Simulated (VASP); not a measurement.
Set up this calculation in VASP 6.6.1, as the native input.

* Task: single point
* Functional: LDA
* Potentials or basis: VASP PAW LDA potentials, release 64 (Zr_sv, B)
* Cutoff: 520 eV
* k mesh: 7 × 7 × 7
* Occupations: fermi-dirac, width 0.05 eV
* Spin: non-collinear spin, zero start, spin-orbit coupling
* Starting moments: [[0.0, 0.0, 0.0], [0.0, 0.0, 0.0]] μB
* Dipole correction: no
* Further INCAR settings: ALGO = Normal; EDIFF = 1e-06; NBANDS = 27

The structure of ZrB lies in POSCAR:

```
ZrB
1.0
    0.0000000000      2.3250000000      2.3250000000
    2.3250000000      0.0000000000      2.3250000000
    2.3250000000      2.3250000000      0.0000000000
Zr B
1 1
Direct
    0.0000000000      0.0000000000      0.0000000000
    0.5000000000      0.5000000000      0.5000000000
```

One way to write it, as run:

INCAR

```
PREC = Accurate ; ENCUT = 520
EDIFF = 1E-6 ; ISMEAR = -1
SIGMA = 0.05 ; LREAL = F
LASPH = T ; NELM = 150
ALGO = Normal ; ISIF = 2
LWAVE = F ; LCHARG = F
LNONCOLLINEAR = T ; MAGMOM = 0 0 0 0 0 0
LORBIT = 11 ; LSORBIT = T
GGA_COMPAT = F ; LORBMOM = T
LMAXMIX = 4 ; NBANDS = 27
```

KPOINTS

```
regular mesh
0
Gamma
  7 7 7
```

Potentials or basis: VASP PAW LDA potentials, release 64 (Zr_sv, B).

Run with:

```sh
$ cat potpaw_LDA.64/Zr_sv/POTCAR potpaw_LDA.64/B/POTCAR > POTCAR
$ mpirun -np 1 vasp_ncl > vasp.out
```

It gave:

| Quantity | Value |
| --- | --- |
| Pressure | 25.4 GPa |
| Net moment | 0.00 μB per cell |
| Valence electrons inside the program's atomic spheres | Zr 10.14; B 1.91 |

Caveat: the cell stands under pressure.

Wall time 36 s on 1 thread of Intel Xeon 8259CL, on a shared host, peak memory 0.18 GiB.
